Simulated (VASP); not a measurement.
# CoPdO2 (R-3m) in VASP: notebook

Runs on CoPdO2. Level: PBE. Tasks: relaxation of shape and atoms at fixed volume.

Program: VASP 6.6.1. These are calculated values, not measurements. Logs are shortened: lines on timing, memory, paths and dates and some standing lists are left out, and cuts for length are marked.

## Step 1: The cell of the first run

It takes space group R-3m (No. 166, trigonal). The conventional cell has a = 2.881 Å, b = 2.881 Å, c = 17.967 Å, α = 90.00°, β = 90.00°, γ = 120.00°. Co (site symmetry -3m) has 6 O at 1.92 Å within 2.6 Å. Pd (site symmetry -3m) has 2 O at 2.03 Å within 2.7 Å. Within 2.6 Å of O (site symmetry 3m) lie 3 Co at 1.92 Å and 1 Pd at 2.03 Å and 3 O at 2.55 Å.

## Step 2: Relaxation of shape and atoms at fixed volume, PBE (10.76 Å³/atom)

Contents of INCAR:

```
  PREC = Accurate
  ENCUT = 600
  EDIFF = 1E-6
  ISMEAR = 0
  SIGMA = 0.05
  LREAL = False
  LASPH = True
  NELM = 60
  ALGO = Normal
  ISIF = 4
  LWAVE = False
  LCHARG = False
  GGA = PE
  IBRION = 2
  NSW = 60
  EDIFFG = -0.01
```

Contents of KPOINTS:

```
Automatic mesh
0
Gamma
  14 14 14
```

Contents of POSCAR:

```
CoPdO2
1.0
    1.4403046794      0.8315602944      5.9891534070
   -1.4403046794      0.8315602944      5.9891534070
    0.0000000000     -1.6631205887      5.9891534070
Co Pd O
1 1 2
Direct
    0.5000000000      0.5000000000      0.5000000000
    0.0000000000      0.0000000000      0.0000000000
    0.8871658086      0.8871658086      0.8871658086
    0.1128341914      0.1128341914      0.1128341914
```

Potentials or basis: VASP PAW PBE potentials, release 64 (Co, Pd, O).

Launch:

```console
$ cat potpaw_PBE.64/Co/POTCAR potpaw_PBE.64/Pd/POTCAR potpaw_PBE.64/O/POTCAR > POTCAR
$ mpirun -np 1 vasp_std > vasp.out
```

OUTCAR:

```text
PREC = Accurate
   ENCUT = 600
   EDIFF = 1E-6
   ISMEAR = 0
   LREAL = False
   LASPH = True
   NELM = 60
   ISIF = 4
   GGA = PE
   IBRION = 2
   NSW = 60
   EDIFFG = -0.01

 ion  position               nearest neighbor table
   1  0.500  0.500  0.500-   4 1.92   4 1.92   3 1.92   3 1.92   4 1.92   3 1.92
   2  0.000  0.000  0.000-   3 2.03   4 2.03
   3  0.887  0.887  0.887-   1 1.92   1 1.92   1 1.92   2 2.03
   4  0.113  0.113  0.113-   1 1.92   1 1.92   1 1.92   2 2.03

  LATTYP: Found a trigonal (rhomboedric) cell.
 ALAT       =     6.2157806127
 COS(alpha) =     0.8926140697

  Lattice vectors:

 A1 = (   1.4403046794,   0.8315602944,   5.9891534070)
 A2 = (  -1.4403046794,   0.8315602944,   5.9891534070)
 A3 = (   0.0000000000,  -1.6631205887,   5.9891534070)

Analysis of symmetry for initial positions (statically):
=====================================================================
 Subroutine PRICEL returns:
 Original cell was already a primitive cell.

 Routine SETGRP: Setting up the symmetry group for a
 trigonal (rhombohedral) supercell.

 Subroutine GETGRP returns: Found 12 space group operations
 (whereof 12 operations were pure point group operations)
 out of a pool of 12 trial point group operations.

The static configuration has the point symmetry D_3d.

Analysis of symmetry for dynamics (positions and initial velocities):
=====================================================================
 Subroutine PRICEL returns:
 Original cell was already a primitive cell.

 Routine SETGRP: Setting up the symmetry group for a
 trigonal (rhombohedral) supercell.

 Subroutine GETGRP returns: Found 12 space group operations
 (whereof 12 operations were pure point group operations)
 out of a pool of 12 trial point group operations.

The dynamic configuration has the point symmetry D_3d.

 Subroutine INISYM returns: Found 12 space group operations
 (whereof 12 operations are pure point group operations),
 and found     1 'primitive' translations

----------------------------------------------------------------------------------------

                                     Primitive cell

  volume of cell :      43.0393

  direct lattice vectors                    reciprocal lattice vectors
     1.440304679  0.831560294  5.989153407     0.347148771  0.200426437  0.055656169
    -1.440304679  0.831560294  5.989153407    -0.347148771  0.200426437  0.055656169
     0.000000000 -1.663120589  5.989153407     0.000000000 -0.400852873  0.055656169

  length of vectors
     6.215780613  6.215780613  6.215780613     0.404698203  0.404698203  0.404698203

[... 97 lines left out ...]
   EMIN   =  10.00;   EMAX   =-10.00  energy-range for DOS
   EFERMI =   0.00;   METHOD = LEGACY
   ISMEAR =     0;   SIGMA  =   0.05  broadening in eV -4-tet -1-fermi 0-gaus
   EFERMI_NEDOS =   21; number of points for ismear=-14 and -15
   IALGO  =     38    algorithm
   IMIX   =      4    mixing-type and parameters
     AMIX     =   0.40;   BMIX     =  1.00
     AMIX_MAG =   1.60;   BMIX_MAG =  1.00
  volume/ion in A,a.u.               =      10.76        72.61
  Fermi-wavevector in a.u.,A,eV,Ry     =   1.467485  2.773145 29.300329  2.153513
  Thomas-Fermi vector in A             =   2.583097
   LORBIT       =      0    0 simple, 1 ext, 2 COOP (PROOUT), +10 PAW based schemes
   GGA     = PE    functional components
   LHFCALC =     F    Hartree Fock is set to
   AEXX    =    0.0000 exact exchange contribution
   IVDW    =     0    specifies the selected vdW correction
   LEPSILON=     F    determine dielectric tensor
   LRPA    =     F    only Hartree local field effects (RPA)
 conjugate gradient relaxation of ions
 non-spin polarized calculation
 Gauss-broadening in eV      SIGMA  =   0.05
  energy-cutoff  :      600.00
  volume of cell :       43.04
 maximum number of plane-waves:      1454
 NGX is ok and might be reduce to    50
   NGX = 25   NGY = 25   NGZ = 25

--------------------------------------- Ionic step        1  -------------------------------------------

 number of electron      31.0000002 magnetization

 Free energy of the ion-electron system (eV)
  ---------------------------------------------------
  ext. energy  EPLUGINS =         0.00000000
  ---------------------------------------------------
  free energy    TOTEN  =       -25.59940452 eV

  energy without entropy =      -25.59812132  energy(sigma->0) =      -25.59876292

------------------------ aborting loop because EDIFF is reached ----------------------------------------

  FORCE on cell =-STRESS in cart. coord.  units (eV):
  Direction    XX          YY          ZZ          XY          YZ          ZX
  --------------------------------------------------------------------------------------
  -------------------------------------------------------------------------------------
  Total       -1.0298968     -1.0298968     -1.3767506      0.0000000     -0.0000000      0.0000000
  in kB      -38.3388874    -38.3388874    -51.2508481      0.0000000     -0.0000000      0.0000000
  external PRESSURE =     -42.6428743 kB  Pullay stress =       0.0000000 kB
[... 101 lines left out ...]
--------------------------------------- Ionic step        4  -------------------------------------------

 number of electron      31.0000001 magnetization

 Free energy of the ion-electron system (eV)
  ---------------------------------------------------
  ext. energy  EPLUGINS =         0.00000000
  ---------------------------------------------------
  free energy    TOTEN  =       -25.60000707 eV

  energy without entropy =      -25.59868940  energy(sigma->0) =      -25.59934824

 E-fermi :   7.3007     XC(G=0): -12.2045

 val. band max:        7.2960843394   @ k =  -0.4286   0.5000   0.1429
 cond. band min:       7.3025627371   @ k =  -0.2143   0.2143   0.1429
 fundamental gap:      0.0064783976
 Fermi energy:         7.3007295963

 k-point     1 :       0.0000    0.0000    0.0000
  band No.  band energies     occupation
      1     -13.4168      2.00000
      2     -11.6087      2.00000
      3      -0.9541      2.00000
      4       1.3551      2.00000
      5       1.3551      2.00000
      6       2.4225      2.00000
[... 505 lines left out ...]
      6       2.1564      2.00000
[... 11 lines left out ...]
     18       8.7541      0.00000
     19      10.7960      0.00000

 [... further k-points ...]

------------------------ aborting loop because EDIFF is reached ----------------------------------------

  FORCE on cell =-STRESS in cart. coord.  units (eV):
  Direction    XX          YY          ZZ          XY          YZ          ZX
  --------------------------------------------------------------------------------------
  -------------------------------------------------------------------------------------
  Total       -1.0858381     -1.0858381     -1.0856576      0.0000000     -0.0000000     -0.0000000
  in kB      -40.4213539    -40.4213539    -40.4146338      0.0000000     -0.0000000     -0.0000000
  external PRESSURE =     -40.4191139 kB  Pullay stress =       0.0000000 kB
[... 19 lines left out ...]
  FREE ENERGIE OF THE ION-ELECTRON SYSTEM (eV)
  ---------------------------------------------------
  free  energy   TOTEN  =       -25.6000070741 eV

  energy  without entropy=      -25.5986893974  energy(sigma->0) =      -25.59934824

 reached required accuracy - stopping structural energy minimisation
```

OSZICAR:

```text
N       E                     dE             d eps       ncg     rms          rms(c)
DAV:   1     0.283957232595E+03    0.28396E+03   -0.16874E+04 10952   0.198E+03
DAV:   2     0.396604946599E+00   -0.28356E+03   -0.26434E+03 11791   0.428E+02
DAV:   3    -0.301786270048E+02   -0.30575E+02   -0.29392E+02 12773   0.155E+02
[... 34 lines left out ...]
DAV:   1    -0.255999463798E+02    0.23746E-04   -0.27596E-02 10944   0.135E+00    0.537E-02
DAV:   2    -0.256000184315E+02   -0.72052E-04   -0.73511E-04 12229   0.289E-01    0.519E-02
DAV:   3    -0.256000107098E+02    0.77217E-05   -0.77894E-05 13136   0.194E-01    0.337E-02
DAV:   4    -0.256000077558E+02    0.29540E-05   -0.17388E-05 12429   0.975E-02    0.217E-02
DAV:   5    -0.256000070741E+02    0.68171E-06   -0.39138E-06  8966   0.445E-02
   4 F= -.25600007E+02 E0= -.25599348E+02  d E =-.370421E-04
```

CONTCAR:

```text
CoPdO2
   1.00000000000000
     1.4426462924681740    0.8329122253341916    5.9697267487924890
    -1.4426462924681740    0.8329122253341916    5.9697267487924890
     0.0000000000000000   -1.6658244505715534    5.9697267487929535
  Co              Pd              O
     1     1     2
Direct
     0.5000000000000000    0.5000000000000000    0.5000000000000000
     1.0000000000000000    1.0000000000000000    1.0000000000000000
     0.8870088232082343    0.8870088232082343    0.8870088232082343
     0.1129911767917658    0.1129911767917658    0.1129911767917658

  0.00000000E+00  0.00000000E+00  0.00000000E+00
  0.00000000E+00  0.00000000E+00  0.00000000E+00
  0.00000000E+00  0.00000000E+00  0.00000000E+00
  0.00000000E+00  0.00000000E+00  0.00000000E+00
```

Wall time 25 min (1 thread of Intel Xeon 6975P-C (Granite Rapids), shared host); peak memory 0.61 GiB.

Results:

| Property | Result |
| --- | --- |
| Free energy | -25.6000 eV |
| Energy gained by relaxing | 0.2 meV/atom |
| Ionic steps | 4 |
| Pressure after relaxing | -4.0 GPa |
| Largest force after relaxing | 0.003 eV/Å |
| Band gap on the k mesh | zero (an odd number of electrons rules out a gap without spin polarisation) |

Forces in eV/Å, atoms in the order of the input:
```
Co   0.000  0.000  0.000
Pd   0.000  0.000  0.000
O    0.000  0.000  0.003
O    0.000  0.000 -0.003
```

Step by step:
```tsv
step	energy change (eV)	largest force (eV/Å)	pressure (GPa)	volume (Å³)
1	0.0000	0.0221	-4.26	43.04
2	-0.0006	0.0299	-4.10	43.04
3	-0.0006	0.0299	-4.00	43.04
4	-0.0006	0.0034	-4.04	43.04
```

Final structure:
```
Co Pd O
1.0
     1.44265    0.83291    5.96973
    -1.44265    0.83291    5.96973
     0.00000   -1.66582    5.96973
Co Pd O
1 1 2
Cartesian
  0.0000 0.0000 8.9546
  0.0000 0.0000 17.9092
  0.0000 0.0000 15.8856
  0.0000 0.0000 2.0236
```

Levels at points of the mesh, in eV from the Fermi level:
```
           k point  band 13  band 14  band 15  band 16  band 17  band 18  band 19
(0.00, 0.00, 0.00)    -1.72    -1.47    -1.47    -0.98     1.93     1.93     2.67
(0.50, 0.00, 0.00)    -1.08    -0.83    -0.47     0.64     1.13     1.53     3.42
(0.50, 0.50, 0.00)    -1.07    -0.90    -0.47     0.02     1.82     1.85     3.44
(0.50, 0.50, 0.50)    -1.59    -0.85    -0.85    -0.56     1.66     1.66     3.88
```

Caveat: an odd number of electrons without spin polarisation forces a metal; a magnetic or distorted state may lie lower; the run has no spin polarisation, though such a crystal can be magnetic; semilocal functionals often make such compounds metallic where correlation or magnetic order opens a gap, which also shifts bond lengths. Spin polarisation is off, so any magnetic state and its effect on volume and gap are missing.

## Step 3: Relaxation of shape and atoms at fixed volume, PBE (10.97 Å³/atom)

This run uses another cell than the first one, of 10.97 Å³/atom.

Contents of INCAR:

```
PREC     = Accurate       # precision mode
ENCUT    = 600            # plane-wave cutoff, eV
EDIFF    = 1E-6           # SCF threshold, eV
ISMEAR   = 0              # smearing method
SIGMA    = 0.05           # smearing width, eV
LREAL    = False          # projectors in reciprocal space
LASPH    = True           # aspherical terms in the spheres
NELM     = 100            # most SCF steps
ALGO     = Normal         # electronic algorithm
ISIF     = 4              # what is computed and relaxed
LWAVE    = False          # write WAVECAR
LCHARG   = False          # write CHGCAR
GGA      = PE             # functional
IBRION   = 2              # ionic algorithm
NSW      = 60             # ionic steps
EDIFFG   = -0.01          # ionic threshold
```

KPOINTS is that of step 2.

Contents of POSCAR:

```
CoPdO2
1.0
    1.4518754983      0.8382407098      6.0096419216
   -1.4518754983      0.8382407098      6.0096419216
    0.0000000000     -1.6764814196      6.0096419216
Co Pd O
1 1 2
Direct
    0.5000000000      0.5000000000      0.5000000000
    0.0000000000      0.0000000000      0.0000000000
    0.8869145816      0.8869145816      0.8869145816
    0.1130854184      0.1130854184      0.1130854184
```

Potentials or basis: VASP PAW PBE potentials, release 64 (Co, Pd, O).

Launch:

```console
$ cat potpaw_PBE.64/Co/POTCAR potpaw_PBE.64/Pd/POTCAR potpaw_PBE.64/O/POTCAR > POTCAR
$ mpirun -np 1 vasp_std > vasp.out
```

OUTCAR:

```text
PREC = Accurate
   ENCUT = 600
   EDIFF = 1E-6
   ISMEAR = 0
   LREAL = False
   LASPH = True
   NELM = 100
   ISIF = 4
   GGA = PE
   IBRION = 2
   NSW = 60
   EDIFFG = -0.01

 ion  position               nearest neighbor table
   1  0.500  0.500  0.500-   4 1.93   4 1.93   3 1.93   3 1.93   4 1.93   3 1.93
   2  0.000  0.000  0.000-   3 2.04   4 2.04
   3  0.887  0.887  0.887-   1 1.93   1 1.93   1 1.93   2 2.04
   4  0.113  0.113  0.113-   1 1.93   1 1.93   1 1.93   2 2.04

  LATTYP: Found a trigonal (rhomboedric) cell.
 ALAT       =     6.2391013757
 COS(alpha) =     0.8916959584

  Lattice vectors:

 A1 = (   1.4518754983,   0.8382407098,   6.0096419216)
 A2 = (  -1.4518754983,   0.8382407098,   6.0096419216)
 A3 = (   0.0000000000,  -1.6764814196,   6.0096419216)

Analysis of symmetry for initial positions (statically):
=====================================================================
 Subroutine PRICEL returns:
 Original cell was already a primitive cell.

 Routine SETGRP: Setting up the symmetry group for a
 trigonal (rhombohedral) supercell.

 Subroutine GETGRP returns: Found 12 space group operations
 (whereof 12 operations were pure point group operations)
 out of a pool of 12 trial point group operations.

The static configuration has the point symmetry D_3d.

Analysis of symmetry for dynamics (positions and initial velocities):
=====================================================================
 Subroutine PRICEL returns:
 Original cell was already a primitive cell.

 Routine SETGRP: Setting up the symmetry group for a
 trigonal (rhombohedral) supercell.

 Subroutine GETGRP returns: Found 12 space group operations
 (whereof 12 operations were pure point group operations)
 out of a pool of 12 trial point group operations.

The dynamic configuration has the point symmetry D_3d.

 Subroutine INISYM returns: Found 12 space group operations
 (whereof 12 operations are pure point group operations),
 and found     1 'primitive' translations

[... 129 lines left out ...]
 conjugate gradient relaxation of ions
 non-spin polarized calculation
 Gauss-broadening in eV      SIGMA  =   0.05
  energy-cutoff  :      600.00
  volume of cell :       43.88
 maximum number of plane-waves:      1480
 NGX is ok and might be reduce to    50
   NGX = 25   NGY = 25   NGZ = 25

--------------------------------------- Ionic step        1  -------------------------------------------

 number of electron      31.0000003 magnetization

 Free energy of the ion-electron system (eV)
  ---------------------------------------------------
  ext. energy  EPLUGINS =         0.00000000
  ---------------------------------------------------
  free energy    TOTEN  =       -25.57133728 eV

  energy without entropy =      -25.57002641  energy(sigma->0) =      -25.57068185

------------------------ aborting loop because EDIFF is reached ----------------------------------------

  FORCE on cell =-STRESS in cart. coord.  units (eV):
  Direction    XX          YY          ZZ          XY          YZ          ZX
  --------------------------------------------------------------------------------------
  -------------------------------------------------------------------------------------
  Total       -1.9562772     -1.9562772     -2.3000008      0.0000000     -0.0000000     -0.0000000
  in kB      -71.4238102    -71.4238102    -83.9731799      0.0000000     -0.0000000     -0.0000000
  external PRESSURE =     -75.6069335 kB  Pullay stress =       0.0000000 kB
[... 177 lines left out ...]
--------------------------------------- Ionic step        6  -------------------------------------------

 number of electron      31.0000002 magnetization

 Free energy of the ion-electron system (eV)
  ---------------------------------------------------
  ext. energy  EPLUGINS =         0.00000000
  ---------------------------------------------------
  free energy    TOTEN  =       -25.57193264 eV

  energy without entropy =      -25.57059149  energy(sigma->0) =      -25.57126207

 E-fermi :   7.0059     XC(G=0): -12.0888

 val. band max:        7.0056861489   @ k =  -0.4286   0.5000   0.1429
 cond. band min:       7.0099680227   @ k =   0.5000   0.5000   0.0000
 fundamental gap:      0.0042818738
 Fermi energy:         7.0058698789

 k-point     1 :       0.0000    0.0000    0.0000
  band No.  band energies     occupation
      1     -13.5349      2.00000
      2     -11.7646      2.00000
      3      -1.0515      2.00000
      4       1.1810      2.00000
      5       1.1810      2.00000
      6       2.2811      2.00000
[... 505 lines left out ...]
      6       1.9825      2.00000
[... 11 lines left out ...]
     18       8.4442      0.00000
     19      10.4448      0.00000

 [... further k-points ...]

------------------------ aborting loop because EDIFF is reached ----------------------------------------

  FORCE on cell =-STRESS in cart. coord.  units (eV):
  Direction    XX          YY          ZZ          XY          YZ          ZX
  --------------------------------------------------------------------------------------
  -------------------------------------------------------------------------------------
  Total       -2.0034455     -2.0034455     -2.0213714      0.0000000     -0.0000000      0.0000000
  in kB      -73.1459264    -73.1459264    -73.8004019      0.0000000     -0.0000000      0.0000000
  external PRESSURE =     -73.3640849 kB  Pullay stress =       0.0000000 kB
[... 19 lines left out ...]
  FREE ENERGIE OF THE ION-ELECTRON SYSTEM (eV)
  ---------------------------------------------------
  free  energy   TOTEN  =       -25.5719326428 eV

  energy  without entropy=      -25.5705914944  energy(sigma->0) =      -25.57126207

 reached required accuracy - stopping structural energy minimisation
```

CONTCAR:

```text
CoPdO2
   1.00000000000000
     1.4541401032209722    0.8395481800580392    5.9909382667382447
    -1.4541401032209722    0.8395481800580392    5.9909382667382447
     0.0000000000000000   -1.6790963601160784    5.9909382667382447
  Co              Pd              O
     1     1     2
Direct
     0.5000000000000000    0.5000000000000000    0.5000000000000000
     0.0000000000000000    0.0000000000000000    0.0000000000000000
     0.8867705963892334    0.8867705963892334    0.8867705963892334
     0.1132294036107666    0.1132294036107666    0.1132294036107666

  0.00000000E+00  0.00000000E+00  0.00000000E+00
  0.00000000E+00  0.00000000E+00  0.00000000E+00
  0.00000000E+00  0.00000000E+00  0.00000000E+00
  0.00000000E+00  0.00000000E+00  0.00000000E+00
```

Wall time 27 min (1 thread of Intel Xeon 6975P-C (Granite Rapids), shared host); peak memory 0.63 GiB.

Results:

* Free energy: -25.5719 eV
* Energy gained by relaxing: 0.1 meV/atom
* Ionic steps: 6
* Pressure after relaxing: -7.3 GPa
* Band gap on the k mesh: zero (an odd number of electrons rules out a gap without spin polarisation)

Step by step:
```csv
step,energy change (eV),largest force (eV/Å),pressure (GPa),volume (Å³)
1,0.0000,0.0207,-7.56,43.88
2,-0.0006,0.0270,-7.38,43.88
3,-0.0006,0.0273,-7.28,43.88
4,-0.0006,0.0289,-7.32,43.88
5,-0.0006,0.0287,-7.33,43.88
6,-0.0006,0.0015,-7.34,43.88
```

Final structure:
```
CELL_PARAMETERS angstrom
1.45414 0.83955 5.99094
-1.45414 0.83955 5.99094
0.00000 -1.67910 5.99094
ATOMIC_POSITIONS crystal
Co 0.50000 0.50000 0.50000
Pd 0.00000 0.00000 0.00000
O 0.88677 0.88677 0.88677
O 0.11323 0.11323 0.11323
```

Caveat: an odd number of electrons without spin polarisation forces a metal; a magnetic or distorted state may lie lower; the run has no spin polarisation, though such a crystal can be magnetic; semilocal functionals often make such compounds metallic where correlation or magnetic order opens a gap, which also shifts bond lengths.
